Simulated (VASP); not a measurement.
# InP (P6_222) in VASP: notebook, part 2 of 2

VASP 6.6.1.

### Step 4. Relaxation of cell and atoms, PBE

File INCAR:

```
SYSTEM = InP
  ALGO = Normal
  EDIFF = 1E-6
  EDIFFG = -0.01
  ENCUT = 600
  GGA = PE
  IBRION = 2
  ISIF = 3
  ISMEAR = 0
  LASPH = .TRUE.
  LCHARG = .FALSE.
  LREAL = .FALSE.
  LWAVE = .FALSE.
  NELM = 100
  NSW = 100
  PREC = Accurate
  SIGMA = 0.01
```

File KPOINTS:

```
k-points
0
G
  12 12 4
  0 0 0
```

File POSCAR:

```
InP
1.0
    4.1897477306      0.0000000000      0.0000000000
   -2.0948738653      3.6284279701      0.0000000000
    0.0000000000      0.0000000000      9.3543585677
In P
3 3
Direct
    0.0000000000      0.5000000000      0.1666666667
    0.5000000000      0.5000000000      0.8333333333
    0.5000000000      0.0000000000      0.5000000000
    0.5000000000      0.5000000000      0.3333333333
    0.5000000000      0.0000000000      0.0000000000
    0.0000000000      0.5000000000      0.6666666667
```

Potentials or basis: VASP PAW PBE potentials, release 64 (In_d, P).

The run is started by

```sh
> cat potpaw_PBE.64/In_d/POTCAR potpaw_PBE.64/P/POTCAR > POTCAR
> mpirun -np 1 vasp_std > vasp.out
```

OUTCAR:

```text
SYSTEM = InP
   EDIFF = 1E-6
   EDIFFG = -0.01
   ENCUT = 600
   GGA = PE
   IBRION = 2
   ISIF = 3
   ISMEAR = 0
   LASPH = .TRUE.
   LREAL = .FALSE.
   NELM = 100
   NSW = 100
   PREC = Accurate

 ion  position               nearest neighbor table
   1  0.000  0.500  0.167-   4 2.61   4 2.61   5 2.61   5 2.61   3 3.76   3 3.76   2 3.76   2 3.76

   2  0.500  0.500  0.833-   6 2.61   6 2.61   5 2.61   5 2.61   3 3.76   3 3.76   1 3.76   1 3.76

   3  0.500  0.000  0.500-   4 2.61   6 2.61   4 2.61   6 2.61   2 3.76   1 3.76   1 3.76   2 3.76

   4  0.500  0.500  0.333-   1 2.61   1 2.61   3 2.61   3 2.61
   5  0.500  0.000  0.000-   1 2.61   2 2.61   2 2.61   1 2.61
   6  0.000  0.500  0.667-   2 2.61   2 2.61   3 2.61   3 2.61

  LATTYP: Found a hexagonal cell.
 ALAT       =     4.1897477306
 C/A-ratio  =     2.2326782349

  Lattice vectors:

 A1 = (   4.1897477306,   0.0000000000,   0.0000000000)
 A2 = (  -2.0948738653,   3.6284279701,   0.0000000000)
 A3 = (   0.0000000000,   0.0000000000,   9.3543585677)

Analysis of symmetry for initial positions (statically):
=====================================================================
 Subroutine PRICEL returns:
 Original cell was already a primitive cell.

 Routine SETGRP: Setting up the symmetry group for a
 hexagonal supercell.

 Subroutine GETGRP returns: Found 12 space group operations
 (whereof  4 operations were pure point group operations)
 out of a pool of 24 trial point group operations.

The static configuration has the point symmetry D_2 .
 The point group associated with its full space group is D_6 .

Analysis of symmetry for dynamics (positions and initial velocities):
=====================================================================
 Subroutine PRICEL returns:
 Original cell was already a primitive cell.

 Routine SETGRP: Setting up the symmetry group for a
[... 136 lines left out ...]
  volume/ion in A,a.u.               =      23.70       159.94
  Fermi-wavevector in a.u.,A,eV,Ry     =   1.185494  2.240258 19.121567  1.405396
  Thomas-Fermi vector in A             =   2.321686
   LORBIT       =      0    0 simple, 1 ext, 2 COOP (PROOUT), +10 PAW based schemes
   GGA     = PE    functional components
   LHFCALC =     F    Hartree Fock is set to
   AEXX    =    0.0000 exact exchange contribution
   IVDW    =     0    specifies the selected vdW correction
   LEPSILON=     F    determine dielectric tensor
   LRPA    =     F    only Hartree local field effects (RPA)
 conjugate gradient relaxation of ions
 non-spin polarized calculation
 Gauss-broadening in eV      SIGMA  =   0.01
  energy-cutoff  :      600.00
  volume of cell :      142.21
 maximum number of plane-waves:      4789
 NGX is ok and might be reduce to    36
   NGX = 17   NGY = 17   NGZ = 37

--------------------------------------- Ionic step        1  -------------------------------------------

 number of electron      54.0000008 magnetization

 Free energy of the ion-electron system (eV)
  ---------------------------------------------------
  ext. energy  EPLUGINS =         0.00000000
  ---------------------------------------------------
  free energy    TOTEN  =       -24.17427752 eV

  energy without entropy =      -24.17427493  energy(sigma->0) =      -24.17427622

------------------------ aborting loop because EDIFF is reached ----------------------------------------

  FORCE on cell =-STRESS in cart. coord.  units (eV):
  Direction    XX          YY          ZZ          XY          YZ          ZX
  --------------------------------------------------------------------------------------
  -------------------------------------------------------------------------------------
  Total       -0.1325266     -0.1325266      0.2513798      0.0000000      0.0000000      0.0000000
  in kB       -1.4931144     -1.4931144      2.8321786      0.0000000      0.0000000      0.0000000
  external PRESSURE =      -0.0513501 kB  Pullay stress =       0.0000000 kB
[... 67 lines left out ...]
--------------------------------------- Ionic step        3  -------------------------------------------

 number of electron      54.0000006 magnetization

 Free energy of the ion-electron system (eV)
  ---------------------------------------------------
  ext. energy  EPLUGINS =         0.00000000
  ---------------------------------------------------
  free energy    TOTEN  =       -24.17516075 eV

  energy without entropy =      -24.17515366  energy(sigma->0) =      -24.17515720

 E-fermi :   5.9720     XC(G=0):  -9.7666

 val. band max:        5.9556468564   @ k =   0.0833   0.0000   0.0000
 cond. band min:       5.9828359940   @ k =   0.0000   0.0000   0.0000
 fundamental gap:      0.0271891377
 Fermi energy:         5.9719880712

 k-point     1 :       0.0000    0.0000    0.0000
  band No.  band energies     occupation
      1      -8.4688      2.00000
      2      -8.4688      2.00000
      3      -8.4653      2.00000
      4      -8.4653      2.00000
      5      -8.4405      2.00000
      6      -8.3986      2.00000
[... 829 lines left out ...]
     31       8.7768      0.00000
     32       9.5415      0.00000

 [... further k-points ...]
[... 5 lines left out ...]
  --------------------------------------------------------------------------------------
  -------------------------------------------------------------------------------------
  Total       -0.0227351     -0.0227351      0.0240786     -0.0000000      0.0000000      0.0000000
  in kB       -0.2562043     -0.2562043      0.2713442     -0.0000000      0.0000000      0.0000000
  external PRESSURE =      -0.0803548 kB  Pullay stress =       0.0000000 kB
[... 21 lines left out ...]
  FREE ENERGIE OF THE ION-ELECTRON SYSTEM (eV)
  ---------------------------------------------------
  free  energy   TOTEN  =       -24.1751607463 eV

  energy  without entropy=      -24.1751536583  energy(sigma->0) =      -24.17515720

 reached required accuracy - stopping structural energy minimisation
```

Run time: 14 min. Hardware: 1 thread of Intel Xeon Platinum 8375C at 2.90GHz (Ice Lake), shared host; peak memory 0.49 GiB.

Results:

* Free energy: -24.1752 eV
* Relaxed volume: 23.70 Å³/atom
* Relaxed cell: a = 4.181 Å, b = 4.181 Å, c = 9.391 Å, α = 90.00°, β = 90.00°, γ = 120.00°
* Space group after relaxing (to 0.05 Å): P6_222 (No. 180)
* Energy gained by relaxing: 0.1 meV/atom
* Ionic steps: 3
* Pressure after relaxing: 0.0 GPa
* Band gap on the k mesh: 0.03 eV, indirect (least direct gap 0.21 eV)

The path:
```tsv
step	energy change (eV)	largest force (eV/Å)	pressure (GPa)	volume (Å³)
1	0.0000	0.0000	-0.01	142.21
2	-0.0006	0.0000	-0.01	142.19
3	-0.0009	0.0000	-0.01	142.17
```

Final structure:
```
In P
1.0
     4.18100    0.00000    0.00000
    -2.09050    3.62085    0.00000
     0.00000    0.00000    9.39142
In P
3 3
Direct
  0.00000 0.50000 0.16667
  0.50000 0.50000 0.83333
  0.50000 0.00000 0.50000
  0.50000 0.50000 0.33333
  0.50000 0.00000 0.00000
  0.00000 0.50000 0.66667
```

Levels at points of the mesh, in eV from the valence-band top:
```tsv
k point	band 23	band 24	band 25	band 26	band 27	band 28	band 29	band 30	band 31	band 32
(0.00, 0.00, 0.00)	-0.80	-0.49	-0.49	-0.30	-0.18	0.03	2.01	2.01	3.79	3.79
(0.50, 0.00, 0.00)	-2.45	-1.95	-1.54	-1.35	-1.20	1.05	1.17	2.10	2.36	2.53
(0.00, 0.00, 0.50)	-1.82	-0.48	-0.40	-0.40	-0.13	1.62	1.62	1.93	3.26	4.27
(0.50, 0.00, 0.50)	-2.84	-1.79	-1.78	-1.60	-1.39	1.05	1.81	2.54	2.73	3.97
```

Caveat: spin-orbit coupling is left out, which moves the levels of the heavy elements.

### Step 5. Single point, PBE

File INCAR:

```
  PREC = Accurate
  ENCUT = 520
  EDIFF = 1E-6
  ISMEAR = 0
  SIGMA = 0.1
  LREAL = False
  LASPH = True
  NELM = 100
  ALGO = Normal
  ISIF = 2
  LWAVE = False
  LCHARG = True
  GGA = PE
  LELF = True
  LVHAR = True
  NBANDS = 36
```

File KPOINTS:

```
Automatic mesh
0
Gamma
  12 12 4
```

POSCAR, as its differences from that of step 4:

```diff
@@ -2,5 +2,5 @@
 1.0
-    4.1897477306      0.0000000000      0.0000000000
-   -2.0948738653      3.6284279701      0.0000000000
-    0.0000000000      0.0000000000      9.3543585677
+    4.1794701611      0.0000000000      0.0000000000
+   -2.0897350806      3.6195273339      0.0000000000
+    0.0000000000      0.0000000000      9.3974208592
 In P
```

The run is started by

```sh
> cat potpaw_PBE.64/In_d/POTCAR potpaw_PBE.64/P/POTCAR > POTCAR
> mpirun -np 1 vasp_std > vasp.out
```

It took 6.1 min on 1 thread of Intel Xeon Platinum 8375C at 2.90GHz (Ice Lake), shared host; peak memory 0.39 GiB.

The run converged. Its results:

```
Free energy : -24.1751 eV
Pressure    : -0.1 GPa
```

Levels at points of the mesh, in eV from the Fermi level:
| k point | band 24 | band 25 | band 26 | band 27 | band 28 | band 29 | band 30 | band 31 |
| --- | --- | --- | --- | --- | --- | --- | --- | --- |
| (0.00, 0.00, 0.00) | -0.57 | -0.57 | -0.38 | -0.26 | -0.06 | 1.94 | 1.94 | 3.72 |
| (0.50, 0.00, 0.00) | -2.03 | -1.63 | -1.43 | -1.28 | 0.96 | 1.10 | 2.03 | 2.28 |
| (0.00, 0.00, 0.50) | -0.55 | -0.48 | -0.48 | -0.20 | 1.55 | 1.55 | 1.85 | 3.19 |
| (0.50, 0.00, 0.50) | -1.87 | -1.85 | -1.67 | -1.46 | 0.97 | 1.73 | 2.46 | 2.65 |

Caveat: spin-orbit coupling is left out, which moves the levels of the heavy elements.

### Step 6. The runs side by side

```tsv
task	cell	cutoff (eV)	smearing	gap on the mesh (eV)	pressure (GPa)
relaxation of cell and atoms	relaxed from a = 4.179, b = 4.179, c = 9.397 Å, angles 90.0, 90.0, 120.0°, 6 atoms	600	gaussian 0.1 eV	-	0.0
single point	a = 4.179, b = 4.179, c = 9.397 Å, angles 90.0, 90.0, 120.0°, 6 atoms	520	gaussian 0.01 eV	0.03	-0.1
relaxation of cell and atoms	relaxed from a = 4.190, b = 4.190, c = 9.354 Å, angles 90.0, 90.0, 120.0°, 6 atoms	600	gaussian 0.01 eV	0.03	0.0
single point	a = 4.179, b = 4.179, c = 9.397 Å, angles 90.0, 90.0, 120.0°, 6 atoms	520	gaussian 0.1 eV	-	-0.1
```

Alike in all rows: level PBE; potentials or basis VASP PAW PBE potentials, release 64 (In_d, P); no spin polarisation; k mesh 12 × 12 × 4.

Caveats: spin-orbit coupling is left out, which moves the levels of the heavy elements; the relaxation stopped at its first step, so nothing moved (some runs).

Absolute energies hang on the potentials; compare differences alone.
